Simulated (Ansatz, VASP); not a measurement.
## One calculation of SiC, two programs

The input INCAR:

```
SYSTEM = SiC
ALGO = Normal
EDIFF = 1E-6
ENCUT = 520
GGA = PE
ISIF = 2
ISMEAR = 0
LASPH = .True.
LCHARG = .False.
LREAL = .False.
LWAVE = .False.
NBANDS = 11
NELM = 100
PREC = Accurate
SIGMA = 0.5
```

The input KPOINTS:

```
k-points
0
Gamma
  8 8 8
  0 0 0
```

The input POSCAR:

```
SiC
1.0
    0.0000000000      2.1780523476      2.1780523476
    2.1780523476      0.0000000000      2.1780523476
    2.1780523476      2.1780523476      0.0000000000
Si C
1 1
Direct
    0.0000000000      0.0000000000      0.0000000000
    0.2500000000      0.2500000000      0.2500000000
```

Input for Ansatz:

```yaml
crystal:
  lattice:
    - [0.0, 2.1780523476, 2.1780523476]
    - [2.1780523476, 0.0, 2.1780523476]
    - [2.1780523476, 2.1780523476, 0.0]
  atoms:
    - { symbol: Si, position: [0.0, 0.0, 0.0] }
    - { symbol: C, position: [0.25, 0.25, 0.25] }
kpoints:
  mp_grid: { grid: [8, 8, 8] }
hamiltonian:
  xc: pbe
scf:
  occupations: { method: gaussian, width: 0.5 }
  n_extra_bands: 4
output:
  forces: true
  stress: true
  eigenvalues: true
```

Alike in both runs: task single point; functional PBE; k mesh 8 × 8 × 8; occupations gaussian, width 0.5 eV; no spin polarisation.

|  | VASP | Ansatz |
| --- | --- | --- |
| version | VASP 6.6.1 | Ansatz 0.2.0 |
| potentials or method | VASP PAW PBE potentials, release 64 (Si, C) | plane waves |
| plane-wave cutoff (eV) | 520 | 420 |
| valence electrons in the cell | 8 | 8 |

Ansatz gave:

```
pressure (GPa) : 3.6
```

Which values does VASP return?

Pressure (GPa): 3.5.
